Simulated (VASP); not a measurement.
Wanted: the native input for a VASP 6.6.1 run.

| Item | Value |
| --- | --- |
| Task | electric field gradients |
| Functional | PBE |
| Potentials or basis | VASP PAW PBE potentials, release 64 (Te) |
| Cutoff | 520 eV |
| k mesh | 8 × 8 × 8 |
| Occupations | fermi-dirac, width 0.05 eV |
| Spin | no spin polarisation |
| Dipole correction | no |
| Further INCAR settings | ALGO = Normal; EDIFF = 1e-08; NBANDS = 16 |

The structure of Te lies in POSCAR:

```
Te
1.0
    4.3171426514     -2.4177059245      0.0000000000
    4.3171426514      2.4177059245      0.0000000000
   -0.1330084927      0.0000000000      4.0349648028
Te
3
Direct
    0.6760000000      0.6760000000      0.6750000000
    0.3240000000      0.3240000000      0.3250000000
    0.0000000000      0.0000000000      0.0000000000
```

These files were run (other wordings do the same):

INCAR

```
ALGO     = Normal         # electronic algorithm
EDIFF    = 1E-8           # SCF threshold, eV
ENCUT    = 520            # plane-wave cutoff, eV
GGA      = PE             # functional
ISIF     = 2              # what is computed and relaxed
ISMEAR   = -1             # smearing method
LASPH    = T              # aspherical terms in the spheres
LCHARG   = F              # write CHGCAR
LEFG     = T            
LREAL    = F              # projectors in reciprocal space
LWAVE    = F              # write WAVECAR
NBANDS   = 16             # bands
NELM     = 100            # most SCF steps
PREC     = Accurate       # precision mode
SIGMA    = 0.05           # smearing width, eV
```

KPOINTS

```
k-points
0
Gamma
  8 8 8
```

Potentials or basis: VASP PAW PBE potentials, release 64 (Te).

Launch:

```sh
$ cat potpaw_PBE.64/Te/POTCAR > POTCAR
$ mpirun -np 1 vasp_std > vasp.out
```

It gave:

The pressure is 4.5 GPa. The largest force is 0.353 eV/Å. The band gap on the k mesh is zero (bands 9 and 10 overlap by 3.10 eV) and the largest electric field gradient by atom is Te -281.2, -317.4 (each value once) V/Å².

Caveat: the cell stands under pressure; without QUAD_EFG the Cq values of the log hold for a quadrupole moment of 1 mb, not for the nuclei; spin-orbit coupling is left out, which moves the levels of the heavy elements.

Run time: 2.7 min on 1 thread of Intel(R) Xeon(R) Platinum 8488C (Sapphire Rapids) (shared host), peak memory 0.3 GiB.
